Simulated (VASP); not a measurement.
# Be2CdO3 (C2/m) in VASP: notebook

The runs below take Be2CdO3 through single point, relaxation of cell and atoms, with PBE.

All numbers are computed with VASP 6.6.1; they aren't measurements. Logs are shortened: lines on timing, memory, paths and dates and some standing lists are left out, and cuts for length are marked.

## Step 1: The cell of the first run

It takes space group C2/m (No. 12, monoclinic). Conventional cell: a = 5.011 Å, b = 8.689 Å, c = 2.873 Å, α = 90.00°, β = 91.20°, γ = 90.00°. Within 2.7 Å of Be (site symmetry 2) lie 6 O at 2.02 to 2.06 Å. Within 3.8 Å of Cd (site symmetry 2/m) lie 12 O at 2.86 to 2.91 Å and 2 Cd at 2.87 Å and 6 Be at 2.89 to 2.90 Å. Within 2.7 Å of O (site symmetry -1) lie 4 Be at 2.02 to 2.06 Å and 4 O at 2.51 Å. Within 2.7 Å of O (site symmetry 2/m) lie 4 Be at 2.04 Å and 4 O at 2.51 Å.

The cell was generated, and may not be a known phase.

## Step 2: Single point, PBE

Contents of INCAR:

```
PREC     = Accurate       # precision mode
ENCUT    = 520            # plane-wave cutoff, eV
EDIFF    = 1E-6           # SCF threshold, eV
ISMEAR   = 0              # smearing method
SIGMA    = 0.1            # smearing width, eV
LREAL    = False          # projectors in reciprocal space
LASPH    = True           # aspherical terms in the spheres
NELM     = 80             # most SCF steps
ALGO     = Normal         # electronic algorithm
ISIF     = 2              # what is computed and relaxed
LWAVE    = False          # write WAVECAR
LCHARG   = False          # write CHGCAR
GGA      = PE             # functional
NBANDS   = 26             # bands
```

Contents of KPOINTS:

```
Automatic mesh
0
Gamma
  4 4 6
```

Contents of POSCAR:

```
Be2CdO3
1.0
    2.5056542000     -4.3447088800      0.0000000000
    2.5056542000      4.3447088800      0.0000000000
   -0.0601676100      0.0000000000      2.8723718200
Be Cd O
2 1 3
Direct
    0.6670000000      0.3330000000      0.0000000000
    0.3330000000      0.6670000000      0.0000000000
    0.0000000000      0.0000000000      0.0000000000
    0.0000000000      0.5000000000      0.5000000000
    0.5000000000      0.0000000000      0.5000000000
    0.5000000000      0.5000000000      0.5000000000
```

Potentials or basis: VASP PAW PBE potentials, release 64 (Be, Cd, O).

The run is started by

```bash
$ cat potpaw_PBE.64/Be/POTCAR potpaw_PBE.64/Cd/POTCAR potpaw_PBE.64/O/POTCAR > POTCAR
$ mpirun -np 1 vasp_std > vasp.out
```

OUTCAR:

```text
PREC = Accurate
   ENCUT = 520
   EDIFF = 1E-6
   ISMEAR = 0
   LREAL = False
   LASPH = True
   NELM = 80
   ISIF = 2
   GGA = PE

 ion  position               nearest neighbor table
   1  0.667  0.333  0.000-   4 2.02   5 2.02   6 2.04   6 2.04   5 2.06   4 2.06   3 2.89   3 2.90
                             3 2.90
   2  0.333  0.667  0.000-   5 2.02   4 2.02   6 2.04   6 2.04   5 2.06   4 2.06   3 2.89   3 2.90
                             3 2.90
   3  0.000  0.000  0.000-   6 2.86   6 2.86   1 2.89   2 2.89   1 2.90   1 2.90   2 2.90   2 2.90

   4  0.000  0.500  0.500-   2 2.02   1 2.02   1 2.06   2 2.06
   5  0.500  0.000  0.500-   1 2.02   2 2.02   1 2.06   2 2.06
   6  0.500  0.500  0.500-   1 2.04   2 2.04   1 2.04   2 2.04   3 2.86   3 2.86

  LATTYP: Found a base centered monoclinic cell.
 ALAT       =     5.0113084000
 B/A-ratio  =     1.7339618851
 C/A-ratio  =     0.5733037537
 COS(beta)  =    -0.0209424190

  Lattice vectors:

 A1 = (   2.5056542000,  -4.3447088800,   0.0000000000)
 A2 = (   2.5056542000,   4.3447088800,   0.0000000000)
 A3 = (  -0.0601676100,   0.0000000000,   2.8723718200)

Analysis of symmetry for initial positions (statically):
=====================================================================
 Subroutine PRICEL returns:
 Original cell was already a primitive cell.

 Routine SETGRP: Setting up the symmetry group for a
 base centered monoclinic supercell.

 Subroutine GETGRP returns: Found  4 space group operations
 (whereof  4 operations were pure point group operations)
 out of a pool of  4 trial point group operations.

The static configuration has the point symmetry C_2h.

Analysis of symmetry for dynamics (positions and initial velocities):
=====================================================================
 Subroutine PRICEL returns:
 Original cell was already a primitive cell.

 Routine SETGRP: Setting up the symmetry group for a
 base centered monoclinic supercell.

 Subroutine GETGRP returns: Found  4 space group operations
 (whereof  4 operations were pure point group operations)
 out of a pool of  4 trial point group operations.

The dynamic configuration has the point symmetry C_2h.

 Subroutine INISYM returns: Found  4 space group operations
 (whereof  4 operations are pure point group operations),
 and found     1 'primitive' translations

----------------------------------------------------------------------------------------

                                     Primitive cell

  volume of cell :      62.5392

  direct lattice vectors                    reciprocal lattice vectors
     2.505654200 -4.344708880  0.000000000     0.199548685 -0.115082509  0.004179949
     2.505654200  4.344708880  0.000000000     0.199548685  0.115082509  0.004179949
    -0.060167610  0.000000000  2.872371820     0.000000000  0.000000000  0.348144343

  length of vectors
     5.015455934  5.015455934  2.873001917     0.230393432  0.230393432  0.348144343

  position of ions in fractional coordinates (direct lattice)
     0.667000000  0.333000000  0.000000000
     0.333000000  0.667000000  0.000000000
     0.000000000  0.000000000  0.000000000
     1.000000000  0.500000000  0.500000000
     0.500000000  1.000000000  0.500000000
     0.500000000  0.500000000  0.500000000

  ion indices of the primitive-cell ions
   primitive index   ion index
                 1           1
                 2           2
                 3           3
                 4           4
                 5           5
                 6           6

----------------------------------------------------------------------------------------

 KPOINTS: Automatic mesh

Automatic generation of k-mesh.
 Grid dimensions read from file:
 generate k-points for:    4    4    6

 Generating k-lattice:

  Cartesian coordinates                     Fractional coordinates (reciprocal lattice)
     0.049887171 -0.028770627  0.001044987     0.250000000  0.000000000 -0.000000000
     0.049887171  0.028770627  0.001044987     0.000000000  0.250000000 -0.000000000
     0.000000000  0.000000000  0.058024057     0.000000000  0.000000000  0.166666667

  Length of vectors
     0.057598358  0.057598358  0.058024057

  Shift w.r.t. Gamma in fractional coordinates (k-lattice)
     0.000000000  0.000000000  0.000000000

 Subroutine IBZKPT returns following result:
 ===========================================

 Found     34 irreducible k-points:

 Following reciprocal coordinates:
            Coordinates               Weight
  0.000000  0.000000  0.000000      1.000000
  0.250000 -0.000000  0.000000      4.000000
  0.500000 -0.000000  0.000000      2.000000
  0.250000  0.250000  0.000000      2.000000
  0.500000  0.250000  0.000000      4.000000
 -0.250000  0.250000  0.000000      2.000000
[... 16 lines left out ...]
  0.500000  0.250000  0.333333      4.000000
 -0.250000  0.250000  0.333333      4.000000
 [... further k-points ...]
   k-points           NKPTS =     34   k-points in BZ     NKDIM =     34   number of bands    NBANDS=     26
   number of dos      NEDOS =    301   number of ions     NIONS =      6
   total plane-waves  NPLWV =  38400
   dimension x,y,z NGX =    40 NGY =   40 NGZ =   24
   dimension x,y,z NGXF=    80 NGYF=   80 NGZF=   48
   ions per type =               2   1   3
   NGX,Y,Z   is equivalent  to a cutoff of  13.26, 13.26, 13.89 a.u.
   NGXF,Y,Z  is equivalent  to a cutoff of  26.52, 26.52, 27.78 a.u.
 SYSTEM =  unknown system
   PREC   = accura    normal or accurate (medium, high low for compatibility)
   ISTART =      0    job   : 0-new  1-cont  2-samecut
   ICHARG =      2    charge: 1-file 2-atom 10-const
   ISPIN  =      1    spin polarized calculation?
   LNONCOLLINEAR =      F non collinear calculations
   LSORBIT =      F    spin-orbit coupling
   LASPH  =      T    aspherical Exc in radial PAW
   ENCUT  =  520.0 eV  38.22 Ry    6.18 a.u.   9.33  9.33  5.34*2*pi/ulx,y,z
   NELM   =     80;   NELMIN=  2; NELMDL= -5     # of ELM steps
   EDIFF  = 0.1E-05   stopping-criterion for ELM
   LREAL  =      F    real-space projection
   EDIFFG = 0.1E-04   stopping-criterion for IOM
   NSW    =      0    number of steps for IOM
   IBRION =     -1    ionic relax: 0-MD 1-quasi-New 2-CG
   NFREE  =      0    steps in history (QN), initial steepest desc. (CG)
[... 14 lines left out ...]
     AMIX_MAG =   1.60;   BMIX_MAG =  1.00
  volume/ion in A,a.u.               =      10.42        70.34
  Fermi-wavevector in a.u.,A,eV,Ry     =   1.336135  2.524929 24.289890  1.785257
  Thomas-Fermi vector in A             =   2.464785
   LORBIT       =      0    0 simple, 1 ext, 2 COOP (PROOUT), +10 PAW based schemes
   GGA     = PE    functional components
   LHFCALC =     F    Hartree Fock is set to
   AEXX    =    0.0000 exact exchange contribution
   IVDW    =     0    specifies the selected vdW correction
   LEPSILON=     F    determine dielectric tensor
   LRPA    =     F    only Hartree local field effects (RPA)
 non-spin polarized calculation
 Gauss-broadening in eV      SIGMA  =   0.10
  energy-cutoff  :      520.00
  volume of cell :       62.54
 maximum number of plane-waves:      1700
 NGX is ok and might be reduce to    40
   NGX = 19   NGY = 19   NGZ = 11

 number of electron      34.0000006 magnetization

 Free energy of the ion-electron system (eV)
  ---------------------------------------------------
  ext. energy  EPLUGINS =         0.00000000
  ---------------------------------------------------
  free energy    TOTEN  =       -28.33089005 eV

  energy without entropy =      -28.30863345  energy(sigma->0) =      -28.31976175

 E-fermi :   3.4492     XC(G=0): -10.9826

 val. band max:        3.4484545415   @ k =   0.0000   0.0000   0.3333
 cond. band min:       3.4499850202   @ k =  -0.2500   0.0000   0.1667
 fundamental gap:      0.0015304787
 Fermi energy:         3.4491863063

 k-point     1 :       0.0000    0.0000    0.0000
  band No.  band energies     occupation
      1     -15.1175      2.00000
      2     -13.3464      2.00000
      3     -13.3385      2.00000
      4      -6.0796      2.00000
      5      -5.1559      2.00000
      6      -5.1547      2.00000
[... 18 lines left out ...]
     25      13.6228      0.00000
     26      16.4115      0.00000

 k-point     2 :       0.2500   -0.0000    0.0000
  band No.  band energies     occupation
      1     -14.9185      2.00000
      2     -13.6239      2.00000
      3     -13.3449      2.00000
      4      -6.0794      2.00000
      5      -5.2464      2.00000
      6      -5.2198      2.00000
[... 18 lines left out ...]
     25      13.6273      0.00000
     26      14.7847      0.00000

 k-point     3 :       0.5000   -0.0000    0.0000
  band No.  band energies     occupation
      1     -14.5627      2.00000
      2     -14.0569      2.00000
      3     -13.3494      2.00000
      4      -6.0797      2.00000
      5      -5.3280      2.00000
      6      -5.2877      2.00000
[... 18 lines left out ...]
     25      13.5701      0.00000
     26      13.6924      0.00000

 k-point     4 :       0.2500    0.2500    0.0000
  band No.  band energies     occupation
      1     -14.5783      2.00000
      2     -14.0196      2.00000
      3     -13.3730      2.00000
      4      -6.0791      2.00000
      5      -5.3171      2.00000
      6      -5.2845      2.00000
[... 18 lines left out ...]
     25      13.6409      0.00000
     26      14.2913      0.00000

 k-point     5 :       0.5000    0.2500    0.0000
  band No.  band energies     occupation
      1     -14.5836      2.00000
      2     -14.0106      2.00000
      3     -13.3765      2.00000
      4      -6.0791      2.00000
      5      -5.3177      2.00000
      6      -5.2838      2.00000
[... 18 lines left out ...]
     25      13.6202      0.00000
     26      14.2944      0.00000

 k-point     6 :      -0.2500    0.2500    0.0000
  band No.  band energies     occupation
      1     -14.9203      2.00000
      2     -13.6160      2.00000
      3     -13.3507      2.00000
      4      -6.0794      2.00000
      5      -5.2466      2.00000
      6      -5.2196      2.00000
[... 427 lines left out ...]
 k-point    21 :      -0.2500    0.0000    0.3333
  band No.  band energies     occupation
      1     -14.4481      2.00000
      2     -13.1742      2.00000
      3     -12.9089      2.00000
      4      -5.4337      2.00000
      5      -5.3930      2.00000
      6      -5.2362      2.00000
[... 18 lines left out ...]
     25      12.5022      0.00000
     26      15.3376      0.00000

 k-point    22 :       0.2500    0.2500    0.3333
  band No.  band energies     occupation
      1     -14.1244      2.00000
      2     -13.5825      2.00000
      3     -12.9278      2.00000
      4      -5.3785      2.00000
      5      -5.3128      2.00000
      6      -5.2125      2.00000
[... 18 lines left out ...]
     25      13.8241      0.00000
     26      14.9153      0.00000

 k-point    23 :       0.5000    0.2500    0.3333
  band No.  band energies     occupation
      1     -14.1369      2.00000
      2     -13.5677      2.00000
      3     -12.9300      2.00000
      4      -5.3834      2.00000
      5      -5.3101      2.00000
      6      -5.2116      2.00000
[... 18 lines left out ...]
     25      13.7217      0.00000
     26      15.0574      0.00000

 k-point    24 :      -0.2500    0.2500    0.3333
  band No.  band energies     occupation
      1     -14.4466      2.00000
      2     -13.1698      2.00000
      3     -12.9138      2.00000
      4      -5.4314      2.00000
      5      -5.3920      2.00000
      6      -5.2369      2.00000
[... 18 lines left out ...]
     25      12.5106      0.00000
     26      15.2784      0.00000

 [... further k-points ...]

------------------------ aborting loop because EDIFF is reached ----------------------------------------

  FORCE on cell =-STRESS in cart. coord.  units (eV):
  Direction    XX          YY          ZZ          XY          YZ          ZX
  --------------------------------------------------------------------------------------
  -------------------------------------------------------------------------------------
  Total       -0.5438188     -0.5140852    -21.4794430      0.0000000      0.0000000     -0.4187350
  in kB      -13.9319638    -13.1702251   -550.2767049      0.0000000      0.0000000    -10.7274711
  external PRESSURE =    -192.4596313 kB  Pullay stress =       0.0000000 kB

 VOLUME and BASIS-vectors are now :
 -----------------------------------------------------------------------------
  energy-cutoff  :      520.00
  volume of cell :       62.54
      direct lattice vectors                 reciprocal lattice vectors
     2.505654200 -4.344708880  0.000000000     0.199548685 -0.115082509  0.004179949
     2.505654200  4.344708880  0.000000000     0.199548685  0.115082509  0.004179949
    -0.060167610  0.000000000  2.872371820     0.000000000  0.000000000  0.348144343

 POSITION                                       TOTAL-FORCE (eV/Angst)
 -----------------------------------------------------------------------------------
      2.50565     -1.45113      0.00000         0.000000      0.008516      0.000000
      2.50565      1.45113      0.00000         0.000000     -0.008516      0.000000
      0.00000      0.00000      0.00000        -0.000000     -0.000000      0.000000
      1.22274      2.17235      1.43619        -0.000000     -0.000000      0.000000
      1.22274     -2.17235      1.43619        -0.000000     -0.000000      0.000000
      2.47557      0.00000      1.43619        -0.000000      0.000000      0.000000
 -----------------------------------------------------------------------------------
    total drift:                                0.000000      0.000000     -0.000000

  FREE ENERGIE OF THE ION-ELECTRON SYSTEM (eV)
  ---------------------------------------------------
  free  energy   TOTEN  =       -28.3308900484 eV

  energy  without entropy=      -28.3086334548  energy(sigma->0) =      -28.31976175
```

Run time: 26 s. Hardware: 1 thread of Intel Xeon 6975P-C (Granite Rapids), shared host; peak memory 0.21 GiB.

What came out:

- Free energy: -28.3309 eV
- Pressure: -19.2 GPa
- Largest force: 0.009 eV/Å
- Band gap on the k mesh: zero (bands 17 and 18 overlap by 0.48 eV)

Forces on the atoms (eV/Å):
```
Be   0.000  0.009  0.000
Be   0.000 -0.009  0.000
Cd   0.000  0.000  0.000
O    0.000  0.000  0.000
O    0.000  0.000  0.000
O    0.000  0.000  0.000
```

Stress tensor (GPa, compression positive):
```
 -1.39   0.00  -1.07
  0.00  -1.32   0.00
 -1.07   0.00 -55.03
```

Caveat: the k points lie up to 0.36 Å⁻¹ apart; semilocal functionals underestimate gaps, and a narrow one can read as zero.

## Step 3: Relaxation of cell and atoms, PBE

Contents of INCAR:

```
PREC     = Accurate       # precision mode
ENCUT    = 600            # plane-wave cutoff, eV
EDIFF    = 1E-7           # SCF threshold, eV
ISMEAR   = 0              # smearing method
SIGMA    = 0.1            # smearing width, eV
LREAL    = False          # projectors in reciprocal space
LASPH    = True           # aspherical terms in the spheres
NELM     = 80             # most SCF steps
ALGO     = Normal         # electronic algorithm
ISIF     = 3              # what is computed and relaxed
LWAVE    = False          # write WAVECAR
LCHARG   = False          # write CHGCAR
GGA      = PE             # functional
IBRION   = 2              # ionic algorithm
NSW      = 90             # ionic steps
EDIFFG   = -0.04          # ionic threshold
```

KPOINTS is that of step 2.

POSCAR is that of step 2.

Potentials or basis: VASP PAW PBE potentials, release 64 (Be, Cd, O).

The run is started by

```bash
$ cat potpaw_PBE.64/Be/POTCAR potpaw_PBE.64/Cd/POTCAR potpaw_PBE.64/O/POTCAR > POTCAR
$ mpirun -np 1 vasp_std > vasp.out
```

It took 8.9 min on 1 thread of Intel Xeon 6975P-C (Granite Rapids), shared host; peak memory 0.23 GiB.

It converged, with:

- Free energy: -32.9995 eV
- Relaxed volume: 9.15 Å³/atom
- Relaxed cell: a = 5.083 Å, b = 5.083 Å, c = 2.723 Å, α = 111.58°, β = 111.58°, γ = 103.72°
- Space group after relaxing (to 0.1 Å): C2/m (No. 12)
- Energy gained by relaxing: 777.3 meV/atom
- Ionic steps: 38
- Pressure after relaxing: 0.3 GPa
- Largest force after relaxing: 0.018 eV/Å
- Band gap on the k mesh: zero (bands 17 and 18 overlap by 0.09 eV)

Forces in eV/Å, atoms in the order of the input:
```
Be   0.000  0.018  0.000
Be   0.000 -0.018  0.000
Cd   0.000  0.000  0.000
O    0.000  0.000  0.000
O    0.000  0.000  0.000
O    0.000  0.000  0.000
```

Stress tensor (GPa, compression positive):
```
0.23 0.00 0.02
0.00 0.41 0.00
0.02 0.00 0.40
```

Step by step:
```csv
step,energy change (eV),largest force (eV/Å),pressure (GPa),volume (Å³)
1,0.0000,0.0085,-19.40,62.54
2,-1.4842,0.0021,8.33,51.22
3,-1.6445,0.0007,-1.59,53.52
4,-1.6467,0.0004,-2.70,53.83
5,-1.6777,0.0074,0.61,52.59
6,-1.6829,0.0128,2.70,51.89
7,-1.7080,0.0158,2.89,51.78
8,-1.7868,0.0164,4.07,51.41
9,-1.9301,0.0938,9.19,50.40
10,-1.6671,0.5611,34.43,47.44
11,-1.9728,0.2156,13.61,49.73
12,-1.9610,0.3216,19.01,49.03
13,-1.9623,0.3235,19.07,49.02
14,-1.9662,0.3291,19.28,49.02
15,-1.9735,0.3402,19.71,49.00
16,-1.9857,0.3621,20.61,48.96
17,-1.9994,0.4048,22.68,48.86
18,-2.0200,0.4062,22.55,48.90
19,-2.0813,0.4103,22.17,49.02
20,-2.2011,0.4179,21.44,49.25
21,-2.4292,0.4310,20.11,49.71
22,-2.8389,0.4498,17.90,50.60
23,-3.4628,0.4744,14.86,52.27
24,-3.8027,0.7222,13.34,55.12
25,-3.8417,0.6544,13.27,54.69
26,-4.0111,0.4277,7.90,55.75
27,-4.2105,0.0153,-3.47,58.50
28,-4.2149,0.0693,-5.03,58.96
29,-4.2872,0.1073,-4.49,58.58
30,-4.4437,0.6275,-2.45,57.37
31,-4.4608,1.5919,3.82,54.69
32,-4.5052,1.1770,0.61,55.93
33,-4.5957,0.7930,0.04,55.57
34,-4.6508,0.2044,0.00,54.80
35,-4.6550,0.0816,-0.12,55.00
36,-4.6552,0.0361,-0.11,54.97
37,-4.6629,0.0222,0.20,54.94
38,-4.6636,0.0182,0.34,54.92
```

Final structure:
```cif
data_structure
_symmetry_space_group_name_H-M 'P 1'
_symmetry_Int_Tables_number 1
_cell_length_a 5.0832
_cell_length_b 5.0832
_cell_length_c 2.7234
_cell_angle_alpha 111.575
_cell_angle_beta 111.575
_cell_angle_gamma 103.723
_cell_volume 54.92
loop_
_atom_site_label
_atom_site_type_symbol
_atom_site_fract_x
_atom_site_fract_y
_atom_site_fract_z
_atom_site_occupancy
Be1 Be 0.64767 0.35233 0.00000 1
Be2 Be 0.35233 0.64767 0.00000 1
Cd1 Cd 0.00000 0.00000 0.00000 1
O1 O 0.00000 0.50000 0.50000 1
O2 O 0.50000 0.00000 0.50000 1
O3 O 0.50000 0.50000 0.50000 1
```

Levels at points of the mesh, in eV from the Fermi level:
| k point | band 15 | band 16 | band 17 | band 18 | band 19 | band 20 |
| --- | --- | --- | --- | --- | --- | --- |
| (0.00, 0.00, 0.00) | -1.75 | -1.08 | -0.08 | 0.00 | 7.00 | 8.62 |
| (0.50, 0.00, 0.00) | -1.09 | -0.47 | 0.05 | 2.15 | 4.46 | 7.75 |
| (0.50, 0.50, 0.00) | -0.84 | -0.38 | -0.37 | 2.75 | 5.58 | 6.86 |
| (0.00, 0.00, 0.50) | -1.16 | -0.60 | -0.54 | 1.25 | 6.45 | 7.67 |
| (0.50, 0.00, 0.50) | -2.67 | -2.31 | -0.90 | 2.98 | 5.60 | 7.91 |
| (0.50, 0.50, 0.50) | -2.24 | -2.05 | -1.85 | 3.19 | 5.11 | 9.24 |

Caveat: the k points lie up to 0.43 Å⁻¹ apart in the final cell; semilocal functionals underestimate gaps, and a narrow one can read as zero.

The gap in the log of VASP goes by the Fermi energy; the results here count the filled bands.